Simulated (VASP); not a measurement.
A run of VASP 6.6.1 is set up as follows.

INCAR

```
ALGO     = Normal         # electronic algorithm
EDIFF    = 1E-6           # SCF threshold, eV
ENCUT    = 520            # plane-wave cutoff, eV
GGA      = PE             # functional
ISIF     = 2              # what is computed and relaxed
ISMEAR   = 0              # smearing method
LASPH    = T              # aspherical terms in the spheres
LCHARG   = F              # write CHGCAR
LREAL    = F              # projectors in reciprocal space
LWAVE    = F              # write WAVECAR
NBANDS   = 15             # bands
NELM     = 100            # most SCF steps
PREC     = Accurate       # precision mode
SIGMA    = 0.01           # smearing width, eV
```

Contents of KPOINTS:

```
k-points
0
Gamma
  6 6 6
```

POSCAR

```
KF
1.0
    0.0000000000      2.9748243948      2.9748243948
    2.9748243948      0.0000000000      2.9748243948
    2.9748243948      2.9748243948      0.0000000000
K F
1 1
Direct
    0.0000000000      0.0000000000      0.0000000000
    0.2500000000      0.2500000000      0.2500000000
```

Potentials or basis: VASP PAW PBE potentials, release 64 (K_sv, F).

Command:

```sh
$ cat potpaw_PBE.64/K_sv/POTCAR potpaw_PBE.64/F/POTCAR > POTCAR
$ mpirun -np 1 vasp_std > vasp.out
```

(1) Estimate the pressure.

(2) What does it give for the band gap on the k mesh?

## Answers

(1) 0.0 GPa.

(2) 5.05 eV (least direct gap 5.23 eV).
